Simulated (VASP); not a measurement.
# C (Fd-3m) in VASP: a series of runs

Aim: see how the results for C move with the level of theory and the settings. Levels: RPBE, PBEsol+D3(BJ), PBEsol+D4. Tasks: single point.

Everything below comes from runs of VASP 6.6.1. Logs are shortened: lines on timing, memory, paths and dates and some standing lists are left out, and cuts for length are marked.

## (1) The cell of the first run

The structure is cubic, space group Fd-3m (No. 227). Conventional cell: a = 3.567 Å, b = 3.567 Å, c = 3.567 Å, α = 90.00°, β = 90.00°, γ = 90.00°. Within 2.1 Å of C (site symmetry -43m) lie 4 C at 1.54 Å.

## (2) Single point, RPBE

INCAR

```
SYSTEM = C
PREC = Accurate
ENCUT = 520
EDIFF = 1E-6
ISMEAR = -1
SIGMA = 0.05
LREAL = .FALSE.
LASPH = .TRUE.
NELM = 60
ALGO = Normal
ISIF = 2
LWAVE = .FALSE.
LCHARG = .FALSE.
GGA = RP
NBANDS = 11
```

KPOINTS

```
regular mesh
0
G
  13 13 13
  0 0 0
```

POSCAR

```
C
1.0
    0.0000000000      1.7833700000      1.7833700000
    1.7833700000      0.0000000000      1.7833700000
    1.7833700000      1.7833700000      0.0000000000
C
2
Direct
    0.7500000000      0.7500000000      0.7500000000
    0.5000000000      0.5000000000      0.5000000000
```

Potentials or basis: VASP PAW PBE potentials, release 64 (C).

Started as:

```bash
$ cat potpaw_PBE.64/C/POTCAR > POTCAR
$ mpirun -np 1 vasp_std > vasp.out
```

OUTCAR:

```text
SYSTEM = C
   PREC = Accurate
   ENCUT = 520
   EDIFF = 1E-6
   ISMEAR = -1
   LREAL = .FALSE.
   LASPH = .TRUE.
   NELM = 60
   ISIF = 2
   GGA = RP

 ion  position               nearest neighbor table
   1  0.750  0.750  0.750-   2 1.54   2 1.54   2 1.54   2 1.54
   2  0.500  0.500  0.500-   1 1.54   1 1.54   1 1.54   1 1.54

  LATTYP: Found a face centered cubic cell.
 ALAT       =     3.5667400000

  Lattice vectors:

 A1 = (   0.0000000000,   1.7833700000,   1.7833700000)
 A2 = (   1.7833700000,   0.0000000000,   1.7833700000)
 A3 = (   1.7833700000,   1.7833700000,   0.0000000000)

Analysis of symmetry for initial positions (statically):
=====================================================================
 Subroutine PRICEL returns:
 Original cell was already a primitive cell.

 Routine SETGRP: Setting up the symmetry group for a
 face centered cubic supercell.

 Subroutine GETGRP returns: Found 48 space group operations
 (whereof 24 operations were pure point group operations)
 out of a pool of 48 trial point group operations.

The static configuration has the point symmetry T_d .
 The point group associated with its full space group is O_h .

Analysis of symmetry for dynamics (positions and initial velocities):
=====================================================================
 Subroutine PRICEL returns:
 Original cell was already a primitive cell.

 Routine SETGRP: Setting up the symmetry group for a
 face centered cubic supercell.

 Subroutine GETGRP returns: Found 48 space group operations
 (whereof 24 operations were pure point group operations)
 out of a pool of 48 trial point group operations.

The dynamic configuration has the point symmetry T_d .
 The point group associated with its full space group is O_h .

 Subroutine INISYM returns: Found 48 space group operations
 (whereof 24 operations are pure point group operations),
 and found     1 'primitive' translations

----------------------------------------------------------------------------------------

                                     Primitive cell

  volume of cell :      11.3437

  direct lattice vectors                    reciprocal lattice vectors
     0.000000000  1.783370000  1.783370000    -0.280368067  0.280368067  0.280368067
     1.783370000  0.000000000  1.783370000     0.280368067 -0.280368067  0.280368067
     1.783370000  1.783370000  0.000000000     0.280368067  0.280368067 -0.280368067

  length of vectors
     2.522066041  2.522066041  2.522066041     0.485611737  0.485611737  0.485611737

  position of ions in fractional coordinates (direct lattice)
     0.750000000  0.750000000  0.750000000
     0.500000000  0.500000000  0.500000000

  ion indices of the primitive-cell ions
   primitive index   ion index
                 1           1
                 2           2

----------------------------------------------------------------------------------------

 KPOINTS: regular mesh

Automatic generation of k-mesh.
 Grid dimensions read from file:
 generate k-points for:   13   13   13

 Generating k-lattice:

  Cartesian coordinates                     Fractional coordinates (reciprocal lattice)
    -0.021566774  0.021566774  0.021566774     0.076923077  0.000000000  0.000000000
     0.021566774 -0.021566774  0.021566774     0.000000000  0.076923077  0.000000000
     0.021566774  0.021566774 -0.021566774     0.000000000  0.000000000  0.076923077

  Length of vectors
     0.037354749  0.037354749  0.037354749

  Shift w.r.t. Gamma in fractional coordinates (k-lattice)
     0.000000000  0.000000000  0.000000000

 Subroutine IBZKPT returns following result:
 ===========================================

 Found     84 irreducible k-points:

 Following reciprocal coordinates:
            Coordinates               Weight
  0.000000  0.000000  0.000000      1.000000
  0.076923  0.000000  0.000000      8.000000
  0.153846  0.000000  0.000000      8.000000
  0.230769  0.000000  0.000000      8.000000
  0.307692  0.000000  0.000000      8.000000
  0.384615  0.000000  0.000000      8.000000
[... 16 lines left out ...]
  0.384615  0.153846  0.000000     24.000000
  0.461538  0.153846  0.000000     24.000000
 [... further k-points ...]
   k-points           NKPTS =     84   k-points in BZ     NKDIM =     84   number of bands    NBANDS=     11
   number of dos      NEDOS =    301   number of ions     NIONS =      2
   total plane-waves  NPLWV =   8000
   dimension x,y,z NGX =    20 NGY =   20 NGZ =   20
   dimension x,y,z NGXF=    40 NGYF=   40 NGZF=   40
   ions per type =               2
   NGX,Y,Z   is equivalent  to a cutoff of  13.18, 13.18, 13.18 a.u.
   NGXF,Y,Z  is equivalent  to a cutoff of  26.37, 26.37, 26.37 a.u.
 SYSTEM =  C
   PREC   = accura    normal or accurate (medium, high low for compatibility)
   ISTART =      0    job   : 0-new  1-cont  2-samecut
   ICHARG =      2    charge: 1-file 2-atom 10-const
   ISPIN  =      1    spin polarized calculation?
   LNONCOLLINEAR =      F non collinear calculations
   LSORBIT =      F    spin-orbit coupling
   LASPH  =      T    aspherical Exc in radial PAW
   ENCUT  =  520.0 eV  38.22 Ry    6.18 a.u.   4.69  4.69  4.69*2*pi/ulx,y,z
   NELM   =     60;   NELMIN=  2; NELMDL= -5     # of ELM steps
   EDIFF  = 0.1E-05   stopping-criterion for ELM
   LREAL  =      F    real-space projection
   EDIFFG = 0.1E-04   stopping-criterion for IOM
   NSW    =      0    number of steps for IOM
   IBRION =     -1    ionic relax: 0-MD 1-quasi-New 2-CG
   NFREE  =      0    steps in history (QN), initial steepest desc. (CG)
   ISIF   =      2    stress and relaxation
   ISYM   =      2    0-nonsym 1-usesym 2-fastsym
   POTIM  = 0.5000    time-step for ionic-motion
   TEBEG  =    0.0;   TEEND  =   0.0 temperature during run
   PSTRESS=    0.0 pullay stress
   NELECT =       8.0000    total number of electrons
   NUPDOWN=      -1.0000    fix difference up-down
   EMIN   =  10.00;   EMAX   =-10.00  energy-range for DOS
   EFERMI =   0.00;   METHOD = LEGACY
   ISMEAR =    -1;   SIGMA  =   0.05  broadening in eV -4-tet -1-fermi 0-gaus
   EFERMI_NEDOS =   21; number of points for ismear=-14 and -15
   IALGO  =     38    algorithm
   IMIX   =      4    mixing-type and parameters
     AMIX     =   0.40;   BMIX     =  1.00
     AMIX_MAG =   1.60;   BMIX_MAG =  1.00
  volume/ion in A,a.u.               =       5.67        38.28
  Fermi-wavevector in a.u.,A,eV,Ry     =   1.457203  2.753714 28.891161  2.123440
  Thomas-Fermi vector in A             =   2.574032
   LORBIT       =      0    0 simple, 1 ext, 2 COOP (PROOUT), +10 PAW based schemes
   GGA     = RP    functional components
   LHFCALC =     F    Hartree Fock is set to
   AEXX    =    0.0000 exact exchange contribution
   IVDW    =     0    specifies the selected vdW correction
   LEPSILON=     F    determine dielectric tensor
   LRPA    =     F    only Hartree local field effects (RPA)
 non-spin polarized calculation
  energy-cutoff  :      520.00
  volume of cell :       11.34
 maximum number of plane-waves:       322
   NGX =  9   NGY =  9   NGZ =  9

 number of electron       7.9999999 magnetization

 Free energy of the ion-electron system (eV)
  ---------------------------------------------------
  ext. energy  EPLUGINS =         0.00000000
  ---------------------------------------------------
  free energy    TOTEN  =       -17.22856009 eV

  energy without entropy =      -17.22856009  energy(sigma->0) =      -17.22856009

 E-fermi :  10.7188     XC(G=0): -13.1668

 val. band max:        9.8509150651   @ k =   0.0000   0.0000   0.0000
 cond. band min:      13.9872791206   @ k =   0.3846   0.3846   0.0000
 fundamental gap:      4.1363640555
 Fermi energy:        10.7187884451

 k-point     1 :       0.0000    0.0000    0.0000
  band No.  band energies     occupation
      1     -11.7041      2.00000
      2       9.8509      2.00000
      3       9.8509      2.00000
      4       9.8509      2.00000
      5      15.4441      0.00000
      6      15.4441      0.00000
      7      15.4441      0.00000
      8      23.1255      0.00000
      9      29.2616      0.00000
     10      36.2839      0.00000
     11      36.2839      0.00000

 k-point     2 :       0.0769    0.0000    0.0000
  band No.  band energies     occupation
      1     -11.5400      2.00000
      2       8.7775      2.00000
      3       9.5709      2.00000
      4       9.5709      2.00000
      5      15.8112      0.00000
      6      15.8112      0.00000
      7      16.0757      0.00000
      8      23.2762      0.00000
      9      29.5418      0.00000
     10      34.3805      0.00000
     11      34.3805      0.00000

 k-point     3 :       0.1538    0.0000    0.0000
  band No.  band energies     occupation
      1     -11.0496      2.00000
      2       6.4967      2.00000
      3       8.9397      2.00000
      4       8.9397      2.00000
      5      16.6429      0.00000
      6      16.6429      0.00000
      7      17.0963      0.00000
      8      23.7144      0.00000
      9      30.1641      0.00000
     10      32.8031      0.00000
     11      32.8031      0.00000

 k-point     4 :       0.2308    0.0000    0.0000
  band No.  band energies     occupation
      1     -10.2388      2.00000
      2       3.8865      2.00000
      3       8.2563      2.00000
      4       8.2563      2.00000
      5      17.4824      0.00000
      6      17.4824      0.00000
      7      17.8422      0.00000
      8      24.3532      0.00000
      9      30.6276      0.00000
     10      32.2011      0.00000
     11      32.2011      0.00000

 k-point     5 :       0.3077    0.0000    0.0000
  band No.  band energies     occupation
      1      -9.1218      2.00000
      2       1.2789      2.00000
      3       7.6791      2.00000
      4       7.6791      2.00000
      5      18.0338      0.00000
      6      18.0338      0.00000
      7      18.2848      0.00000
      8      25.0017      0.00000
      9      30.8346      0.00000
     10      32.6876      0.00000
     11      32.6876      0.00000
[... 211 lines left out ...]
 k-point    21 :       0.2308    0.1538    0.0000
  band No.  band energies     occupation
      1     -10.2369      2.00000
      2       5.6214      2.00000
      3       6.8077      2.00000
      4       7.5137      2.00000
      5      15.0660      0.00000
      6      19.5402      0.00000
      7      19.5884      0.00000
      8      22.1732      0.00000
      9      29.7435      0.00000
     10      31.2577      0.00000
     11      36.7526      0.00000

 k-point    22 :       0.3077    0.1538    0.0000
  band No.  band energies     occupation
      1      -9.3277      2.00000
      2       3.2344      2.00000
      3       6.2723      2.00000
      4       6.8618      2.00000
      5      15.8163      0.00000
      6      20.2112      0.00000
      7      20.3280      0.00000
      8      21.9666      0.00000
      9      30.4730      0.00000
     10      31.5697      0.00000
     11      36.4251      0.00000

 k-point    23 :       0.3846    0.1538    0.0000
  band No.  band energies     occupation
      1      -8.1247      2.00000
      2       0.8134      2.00000
      3       5.9758      2.00000
      4       6.0928      2.00000
      5      16.5049      0.00000
      6      20.5730      0.00000
      7      20.5921      0.00000
      8      22.5480      0.00000
      9      31.2008      0.00000
     10      31.8640      0.00000
     11      36.8317      0.00000

 k-point    24 :       0.4615    0.1538    0.0000
  band No.  band energies     occupation
      1      -6.6922      2.00000
      2      -1.4285      2.00000
      3       5.3958      2.00000
      4       5.9365      2.00000
      5      16.9380      0.00000
      6      20.4604      0.00000
      7      20.7313      0.00000
      8      23.8296      0.00000
      9      30.5847      0.00000
     10      33.2389      0.00000
     11      36.9570      0.00000

 [... further k-points ...]
[... 5 lines left out ...]
  --------------------------------------------------------------------------------------
  -------------------------------------------------------------------------------------
  Total        0.6009500      0.6009500      0.6009500     -0.0000000      0.0000000     -0.0000000
  in kB       84.8778803     84.8778803     84.8778803     -0.0000000      0.0000000     -0.0000000
  external PRESSURE =      84.8778803 kB  Pullay stress =       0.0000000 kB

 VOLUME and BASIS-vectors are now :
 -----------------------------------------------------------------------------
  energy-cutoff  :      520.00
  volume of cell :       11.34
      direct lattice vectors                 reciprocal lattice vectors
     0.000000000  1.783370000  1.783370000    -0.280368067  0.280368067  0.280368067
     1.783370000  0.000000000  1.783370000     0.280368067 -0.280368067  0.280368067
     1.783370000  1.783370000  0.000000000     0.280368067  0.280368067 -0.280368067

 POSITION                                       TOTAL-FORCE (eV/Angst)
 -----------------------------------------------------------------------------------
      2.67505      2.67505      2.67505        -0.000000     -0.000000      0.000000
      1.78337      1.78337      1.78337         0.000000      0.000000     -0.000000
 -----------------------------------------------------------------------------------
    total drift:                                0.000000     -0.000000      0.000000

  FREE ENERGIE OF THE ION-ELECTRON SYSTEM (eV)
  ---------------------------------------------------
  free  energy   TOTEN  =       -17.2285600895 eV

  energy  without entropy=      -17.2285600894  energy(sigma->0) =      -17.22856009
```

Run time: 5.8 s. Hardware: 1 thread of Intel Xeon 6975P-C, shared host; peak memory 0.12 GiB.

What came out:

| Quantity | Value |
| --- | --- |
| Free energy | -17.2286 eV |
| Pressure | 8.5 GPa |
| Band gap on the k mesh | 4.14 eV, indirect (least direct gap 5.59 eV) |

Levels at points of the mesh, in eV from the valence-band top:
```tsv
k point	band 1	band 2	band 3	band 4	band 5	band 6	band 7	band 8	band 9
(0.00, 0.00, 0.00)	-21.55	0.00	0.00	0.00	5.59	5.59	5.59	13.27	19.41
```

Caveat: the PAW data sets were made with another functional, which shifts forces and pressure a little. A k mesh can miss the band edges.

## (3) Single point, PBEsol+D3(BJ)

This run uses another cell than the first one, of 5.56 Å³/atom, 0.981 times its volume.

Changes to INCAR since step 2:

```diff
@@ -12,4 +12,7 @@
 LWAVE = .FALSE.
-LCHARG = .FALSE.
-GGA = RP
+LCHARG = .TRUE.
+GGA = PS
+IVDW = 12
+LELF = .TRUE.
+LVHAR = .TRUE.
 NBANDS = 11
```

KPOINTS is that of step 2.

POSCAR

```
C
1.0
    0.0000000000      1.7719484724      1.7719484724
    1.7719484724      0.0000000000      1.7719484724
    1.7719484724      1.7719484724      0.0000000000
C
2
Direct
    0.7500000000      0.7500000000      0.7500000000
    0.5000000000      0.5000000000      0.5000000000
```

Potentials or basis: VASP PAW PBE potentials, release 64 (C).

Started as:

```bash
$ cat potpaw_PBE.64/C/POTCAR > POTCAR
$ mpirun -np 1 vasp_std > vasp.out
```

Run time: 6.1 s. Hardware: 1 thread of Intel Xeon 6975P-C, shared host; peak memory 0.14 GiB.

The run converged. Its results:

```
Free energy                : -19.5121 eV
Pressure                   : 1.1 GPa
Band gap on the k mesh     : 4.05 eV, indirect (least direct gap 5.59 eV)
Dispersion energy per atom : -0.132 eV
```

Levels at points of the mesh, in eV from the valence-band top:
```csv
k point,band 1,band 2,band 3,band 4,band 5,band 6,band 7,band 8
"(0.00, 0.00, 0.00)",-21.78,0.00,0.00,0.00,5.59,5.59,5.59,13.81
```

Caveat: the PAW data sets were made with another functional, which shifts forces and pressure a little.

[end of part 1 of 2]
